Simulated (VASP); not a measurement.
# ScAl3 (Fm-3m) in VASP: further runs

The runs below take ScAl3 through single point, relaxation of cell and atoms, with PBE.

All numbers are computed with VASP 6.6.1; they aren't measurements. Logs are shortened: lines on timing, memory, paths and dates and some standing lists are left out, and cuts for length are marked.

## Step 1: The cell of the first run

Symmetry: Fm-3m, No. 225, cubic system. The conventional cell has a = 6.600 Å, b = 6.600 Å, c = 6.600 Å, α = 90.00°, β = 90.00°, γ = 90.00°. Within 3.8 Å of Sc (site symmetry m-3m) lie 14 Al at 2.86 to 3.30 Å. Within 3.8 Å of Al (site symmetry m-3m) lie 8 Al at 2.86 Å and 6 Sc at 3.30 Å. Al (site symmetry -43m) has 4 Sc at 2.86 Å and 10 Al at 2.86 to 3.30 Å within 3.8 Å.

## Step 2: Single point, PBE, collinear spin, ferromagnetic start

Contents of INCAR:

```
PREC = Accurate ; ENCUT = 520
EDIFF = 1E-6 ; ISMEAR = 0
SIGMA = 0.1 ; LREAL = F
LASPH = T ; NELM = 150
ALGO = Fast ; ISIF = 2
LWAVE = F ; LCHARG = F
ISPIN = 2 ; MAGMOM = 1 0 0 0
LORBIT = 11 ; LMAXMIX = 4
GGA = PE ; NBANDS = 22
```

Contents of KPOINTS:

```
Automatic mesh
0
Gamma
  4 4 4
```

Contents of POSCAR:

```
ScAl3
1.0
    0.0000000000      3.3000981641      3.3000981641
    3.3000981641      0.0000000000      3.3000981641
    3.3000981641      3.3000981641      0.0000000000
Sc Al
1 3
Direct
    0.0000000000      0.0000000000      0.0000000000
    0.5000000000      0.5000000000      0.5000000000
    0.2500000000      0.2500000000      0.2500000000
    0.7500000000      0.7500000000      0.7500000000
```

Potentials or basis: VASP PAW PBE potentials, release 64 (Sc_sv, Al).

Started as:

```bash
> cat potpaw_PBE.64/Sc_sv/POTCAR potpaw_PBE.64/Al/POTCAR > POTCAR
> mpirun -np 1 vasp_std > vasp.out
```

OUTCAR:

```text
PREC = Accurate
   ENCUT = 520
   EDIFF = 1E-6
   ISMEAR = 0
   LREAL = F
   LASPH = T
   NELM = 150
   ISIF = 2
   ISPIN = 2
   LORBIT = 11
   GGA = PE

 ion  position               nearest neighbor table
   1  0.000  0.000  0.000-   3 2.86   4 2.86   4 2.86   4 2.86   4 2.86   3 2.86   3 2.86   3 2.86
                             2 3.30   2 3.30   2 3.30   2 3.30   2 3.30   2 3.30
   2  0.500  0.500  0.500-   3 2.86   4 2.86   3 2.86   3 2.86   3 2.86   4 2.86   4 2.86   4 2.86
                             1 3.30   1 3.30   1 3.30   1 3.30   1 3.30   1 3.30
   3  0.250  0.250  0.250-   1 2.86   2 2.86   1 2.86   1 2.86   1 2.86   2 2.86   2 2.86   2 2.86
                             4 3.30   4 3.30   4 3.30   4 3.30   4 3.30   4 3.30
   4  0.750  0.750  0.750-   1 2.86   2 2.86   2 2.86   2 2.86   2 2.86   1 2.86   1 2.86   1 2.86
                             3 3.30   3 3.30   3 3.30   3 3.30   3 3.30   3 3.30

  LATTYP: Found a face centered cubic cell.
 ALAT       =     6.6001963282

  Lattice vectors:

 A1 = (   0.0000000000,   3.3000981641,   3.3000981641)
 A2 = (   3.3000981641,   0.0000000000,   3.3000981641)
 A3 = (   3.3000981641,   3.3000981641,   0.0000000000)

Analysis of symmetry for initial positions (statically):
=====================================================================
 Subroutine PRICEL returns:
 Original cell was already a primitive cell.

 Routine SETGRP: Setting up the symmetry group for a
 face centered cubic supercell.

 Subroutine GETGRP returns: Found 48 space group operations
[... 9 lines left out ...]

 Routine SETGRP: Setting up the symmetry group for a
 face centered cubic supercell.

 Subroutine GETGRP returns: Found 48 space group operations
 (whereof 48 operations were pure point group operations)
 out of a pool of 48 trial point group operations.

The dynamic configuration has the point symmetry O_h .

Analysis of structural, dynamic, and magnetic symmetry:
=====================================================================
 Subroutine PRICEL returns:
 Original cell was already a primitive cell.

 Routine SETGRP: Setting up the symmetry group for a
 face centered cubic supercell.

 Subroutine GETGRP returns: Found 48 space group operations
 (whereof 48 operations were pure point group operations)
 out of a pool of 48 trial point group operations.

The overall configuration has the point symmetry O_h .

 Subroutine INISYM returns: Found 48 space group operations
[... 5 lines left out ...]
                                     Primitive cell

  volume of cell :      71.8804

  direct lattice vectors                    reciprocal lattice vectors
     0.000000000  3.300098164  3.300098164    -0.151510645  0.151510645  0.151510645
     3.300098164  0.000000000  3.300098164     0.151510645 -0.151510645  0.151510645
     3.300098164  3.300098164  0.000000000     0.151510645  0.151510645 -0.151510645

  length of vectors
     4.667043581  4.667043581  4.667043581     0.262424134  0.262424134  0.262424134

  position of ions in fractional coordinates (direct lattice)
     0.000000000  0.000000000  0.000000000
     0.500000000  0.500000000  0.500000000
     0.250000000  0.250000000  0.250000000
     0.750000000  0.750000000  0.750000000

  ion indices of the primitive-cell ions
   primitive index   ion index
                 1           1
                 2           2
                 3           3
                 4           4

----------------------------------------------------------------------------------------

 KPOINTS: Automatic mesh

Automatic generation of k-mesh.
 Grid dimensions read from file:
 generate k-points for:    4    4    4

 Generating k-lattice:

  Cartesian coordinates                     Fractional coordinates (reciprocal lattice)
    -0.037877661  0.037877661  0.037877661     0.250000000  0.000000000  0.000000000
     0.037877661 -0.037877661  0.037877661     0.000000000  0.250000000  0.000000000
     0.037877661  0.037877661 -0.037877661     0.000000000  0.000000000  0.250000000

  Length of vectors
     0.065606034  0.065606034  0.065606034

  Shift w.r.t. Gamma in fractional coordinates (k-lattice)
     0.000000000  0.000000000  0.000000000

 Subroutine IBZKPT returns following result:
 ===========================================

 Found      8 irreducible k-points:

 Following reciprocal coordinates:
            Coordinates               Weight
  0.000000  0.000000  0.000000      1.000000
  0.250000  0.000000  0.000000      8.000000
  0.500000  0.000000  0.000000      4.000000
  0.250000  0.250000  0.000000      6.000000
  0.500000  0.250000  0.000000     24.000000
 -0.250000  0.250000  0.000000     12.000000
  0.500000  0.500000  0.000000      3.000000
 -0.250000  0.500000  0.250000      6.000000
   k-points           NKPTS =      8   k-points in BZ     NKDIM =      8   number of bands    NBANDS=     22
   number of dos      NEDOS =    301   number of ions     NIONS =      4
   total plane-waves  NPLWV =  46656
   dimension x,y,z NGX =    36 NGY =   36 NGZ =   36
   dimension x,y,z NGXF=    72 NGYF=   72 NGZF=   72
   ions per type =               1   3
   NGX,Y,Z   is equivalent  to a cutoff of  12.82, 12.82, 12.82 a.u.
   NGXF,Y,Z  is equivalent  to a cutoff of  25.65, 25.65, 25.65 a.u.
 SYSTEM =  unknown system
   PREC   = accura    normal or accurate (medium, high low for compatibility)
   ISTART =      0    job   : 0-new  1-cont  2-samecut
   ICHARG =      2    charge: 1-file 2-atom 10-const
   ISPIN  =      2    spin polarized calculation?
   LNONCOLLINEAR =      F non collinear calculations
   LSORBIT =      F    spin-orbit coupling
   LASPH  =      T    aspherical Exc in radial PAW
   ENCUT  =  520.0 eV  38.22 Ry    6.18 a.u.   8.68  8.68  8.68*2*pi/ulx,y,z
   NELM   =    150;   NELMIN=  2; NELMDL= -5     # of ELM steps
   EDIFF  = 0.1E-05   stopping-criterion for ELM
   LREAL  =      F    real-space projection
   EDIFFG = 0.1E-04   stopping-criterion for IOM
   NSW    =      0    number of steps for IOM
   IBRION =     -1    ionic relax: 0-MD 1-quasi-New 2-CG
   NFREE  =      0    steps in history (QN), initial steepest desc. (CG)
   ISIF   =      2    stress and relaxation
   ISYM   =      2    0-nonsym 1-usesym 2-fastsym
   POTIM  = 0.5000    time-step for ionic-motion
   TEBEG  =    0.0;   TEEND  =   0.0 temperature during run
   PSTRESS=    0.0 pullay stress
   NELECT =      20.0000    total number of electrons
   NUPDOWN=      -1.0000    fix difference up-down
   EMIN   =  10.00;   EMAX   =-10.00  energy-range for DOS
   EFERMI =   0.00;   METHOD = LEGACY
   ISMEAR =     0;   SIGMA  =   0.10  broadening in eV -4-tet -1-fermi 0-gaus
   EFERMI_NEDOS =   21; number of points for ismear=-14 and -15
   IALGO  =     68    algorithm
   IMIX   =      4    mixing-type and parameters
     AMIX     =   0.40;   BMIX     =  1.00
     AMIX_MAG =   1.60;   BMIX_MAG =  1.00
  volume/ion in A,a.u.               =      17.97       121.27
  Fermi-wavevector in a.u.,A,eV,Ry     =   1.068763  2.019669 15.541306  1.142254
  Thomas-Fermi vector in A             =   2.204421
   LORBIT       =     11    0 simple, 1 ext, 2 COOP (PROOUT), +10 PAW based schemes
   GGA     = PE    functional components
   LHFCALC =     F    Hartree Fock is set to
   AEXX    =    0.0000 exact exchange contribution
   IVDW    =     0    specifies the selected vdW correction
   LEPSILON=     F    determine dielectric tensor
   LRPA    =     F    only Hartree local field effects (RPA)
 spin polarized calculation
 RMM-DIIS sequential band-by-band and
 Gauss-broadening in eV      SIGMA  =   0.10
  energy-cutoff  :      520.00
  volume of cell :       71.88
 maximum number of plane-waves:      1964
 NGX is ok and might be reduce to    36
   NGX = 17   NGY = 17   NGZ = 17

 number of electron      20.0000000 magnetization       0.0018123

 Free energy of the ion-electron system (eV)
  ---------------------------------------------------
  ext. energy  EPLUGINS =         0.00000000
  ---------------------------------------------------
  free energy    TOTEN  =       -17.94194479 eV

  energy without entropy =      -17.92356433  energy(sigma->0) =      -17.93275456

 E-fermi :   7.1748     XC(G=0): -10.2313

 val. band max:        7.1692142886   @ k =   0.0000   0.0000   0.0000
 cond. band min:       7.2303514486   @ k =   0.5000   0.2500   0.0000
 fundamental gap:      0.0611371600
 Fermi energy:         7.1748492843

 spin component 1

 k-point     1 :       0.0000    0.0000    0.0000
  band No.  band energies     occupation
      1     -42.6872      1.00000
      2     -21.3656      1.00000
      3     -21.3656      1.00000
      4     -21.3656      1.00000
      5      -2.8943      1.00000
      6       4.8334      1.00000
[... 14 lines left out ...]
     21      11.6470      0.00000
     22      14.0571      0.00000

 k-point     2 :       0.2500    0.0000    0.0000
  band No.  band energies     occupation
      1     -42.6870      1.00000
      2     -21.3723      1.00000
      3     -21.3666      1.00000
      4     -21.3666      1.00000
      5      -2.2400      1.00000
      6       2.4187      1.00000
[... 14 lines left out ...]
     21      13.6624      0.00000
     22      15.5654      0.00000

 k-point     3 :       0.5000    0.0000    0.0000
  band No.  band energies     occupation
      1     -42.6867      1.00000
      2     -21.3789      1.00000
      3     -21.3676      1.00000
      4     -21.3676      1.00000
      5      -0.6237      1.00000
      6      -0.0908      1.00000
[... 14 lines left out ...]
     21      14.2288      0.00000
     22      15.0764      0.00000
[... 76 lines left out ...]
 k-point     7 :       0.5000    0.5000    0.0000
  band No.  band energies     occupation
      1     -42.6866      1.00000
      2     -21.3785      1.00000
      3     -21.3705      1.00000
      4     -21.3705      1.00000
      5       0.3382      1.00000
      6       0.3584      1.00000
[... 14 lines left out ...]
     21      14.1269      0.00000
     22      14.3189      0.00000

 k-point     8 :      -0.2500    0.5000    0.2500
  band No.  band energies     occupation
      1     -42.6866      1.00000
      2     -21.3745      1.00000
      3     -21.3745      1.00000
      4     -21.3706      1.00000
      5       0.6397      1.00000
      6       1.0148      1.00000
[... 14 lines left out ...]
     21      15.2439      0.00000
     22      16.2280      0.00000
 Fermi energy:         7.1748492843

 spin component 2

 k-point     1 :       0.0000    0.0000    0.0000
  band No.  band energies     occupation
      1     -42.6864      1.00000
      2     -21.3648      1.00000
      3     -21.3648      1.00000
      4     -21.3648      1.00000
      5      -2.8940      1.00000
      6       4.8339      1.00000
[... 14 lines left out ...]
     21      11.6475      0.00000
     22      14.0575      0.00000

 k-point     2 :       0.2500    0.0000    0.0000
  band No.  band energies     occupation
      1     -42.6862      1.00000
      2     -21.3715      1.00000
      3     -21.3658      1.00000
      4     -21.3658      1.00000
      5      -2.2397      1.00000
      6       2.4190      1.00000
[... 14 lines left out ...]
     21      13.6628      0.00000
     22      15.5659      0.00000

 k-point     3 :       0.5000    0.0000    0.0000
  band No.  band energies     occupation
      1     -42.6859      1.00000
      2     -21.3782      1.00000
      3     -21.3668      1.00000
      4     -21.3668      1.00000
      5      -0.6235      1.00000
      6      -0.0904      1.00000
[... 14 lines left out ...]
     21      14.2291      0.00000
     22      15.0768      0.00000
[... 76 lines left out ...]
 k-point     7 :       0.5000    0.5000    0.0000
  band No.  band energies     occupation
      1     -42.6858      1.00000
      2     -21.3777      1.00000
      3     -21.3697      1.00000
      4     -21.3697      1.00000
      5       0.3384      1.00000
      6       0.3587      1.00000
[... 14 lines left out ...]
     21      14.1272      0.00000
     22      14.3191      0.00000

 k-point     8 :      -0.2500    0.5000    0.2500
  band No.  band energies     occupation
      1     -42.6858      1.00000
      2     -21.3737      1.00000
      3     -21.3737      1.00000
      4     -21.3698      1.00000
      5       0.6399      1.00000
      6       1.0151      1.00000
[... 14 lines left out ...]
     21      15.2423      0.00000
     22      16.2285      0.00000

------------------------ aborting loop because EDIFF is reached ----------------------------------------

  FORCE on cell =-STRESS in cart. coord.  units (eV):
  Direction    XX          YY          ZZ          XY          YZ          ZX
  --------------------------------------------------------------------------------------
  -------------------------------------------------------------------------------------
  Total        0.3345682      0.3345682      0.3345682      0.0000000      0.0000000     -0.0000000
  in kB        7.4573527      7.4573527      7.4573527      0.0000000      0.0000000     -0.0000000
  external PRESSURE =       7.4573527 kB  Pullay stress =       0.0000000 kB

 VOLUME and BASIS-vectors are now :
 -----------------------------------------------------------------------------
  energy-cutoff  :      520.00
  volume of cell :       71.88
      direct lattice vectors                 reciprocal lattice vectors
     0.000000000  3.300098164  3.300098164    -0.151510645  0.151510645  0.151510645
     3.300098164  0.000000000  3.300098164     0.151510645 -0.151510645  0.151510645
     3.300098164  3.300098164  0.000000000     0.151510645  0.151510645 -0.151510645

 POSITION                                       TOTAL-FORCE (eV/Angst)
 -----------------------------------------------------------------------------------
      0.00000      0.00000      0.00000        -0.000000     -0.000000     -0.000000
      3.30010      3.30010      3.30010        -0.000000     -0.000000     -0.000000
      1.65005      1.65005      1.65005        -0.000000     -0.000000     -0.000000
      4.95015      4.95015      4.95015         0.000000      0.000000      0.000000
 -----------------------------------------------------------------------------------
    total drift:                               -0.000000      0.000000      0.000000

  FREE ENERGIE OF THE ION-ELECTRON SYSTEM (eV)
  ---------------------------------------------------
  free  energy   TOTEN  =       -17.9419447864 eV

  energy  without entropy=      -17.9235643335  energy(sigma->0) =      -17.93275456

 total charge

# of ion       s       p       d       tot
------------------------------------------
    1        2.251   6.121   1.149   9.522
    2        0.411   0.327   0.000   0.738
    3        0.448   0.348   0.000   0.796
    4        0.448   0.348   0.000   0.796
--------------------------------------------------
tot          3.558   7.144   1.149  11.851

 magnetization (x)

# of ion       s       p       d       tot
------------------------------------------
    1        0.000   0.000   0.001   0.001
    2        0.000   0.000   0.000   0.000
    3       -0.000   0.000   0.000   0.000
    4       -0.000   0.000   0.000   0.000
--------------------------------------------------
tot          0.000   0.000   0.001   0.001
```

It took 19 s on 1 thread of Intel Xeon 6975P-C (Granite Rapids), shared host; peak memory 0.23 GiB.

What came out:

```
Free energy                                           : -17.9419 eV
Pressure                                              : 0.7 GPa
Band gap on the k mesh                                : zero (filled and empty bands overlap)
Net moment                                            : 0.00 μB per cell
Valence electrons inside the program's atomic spheres : Sc 9.52; Al 0.74, 0.80
```

Caveat: the k points lie up to 0.41 Å⁻¹ apart.

[end of part 1 of 2]
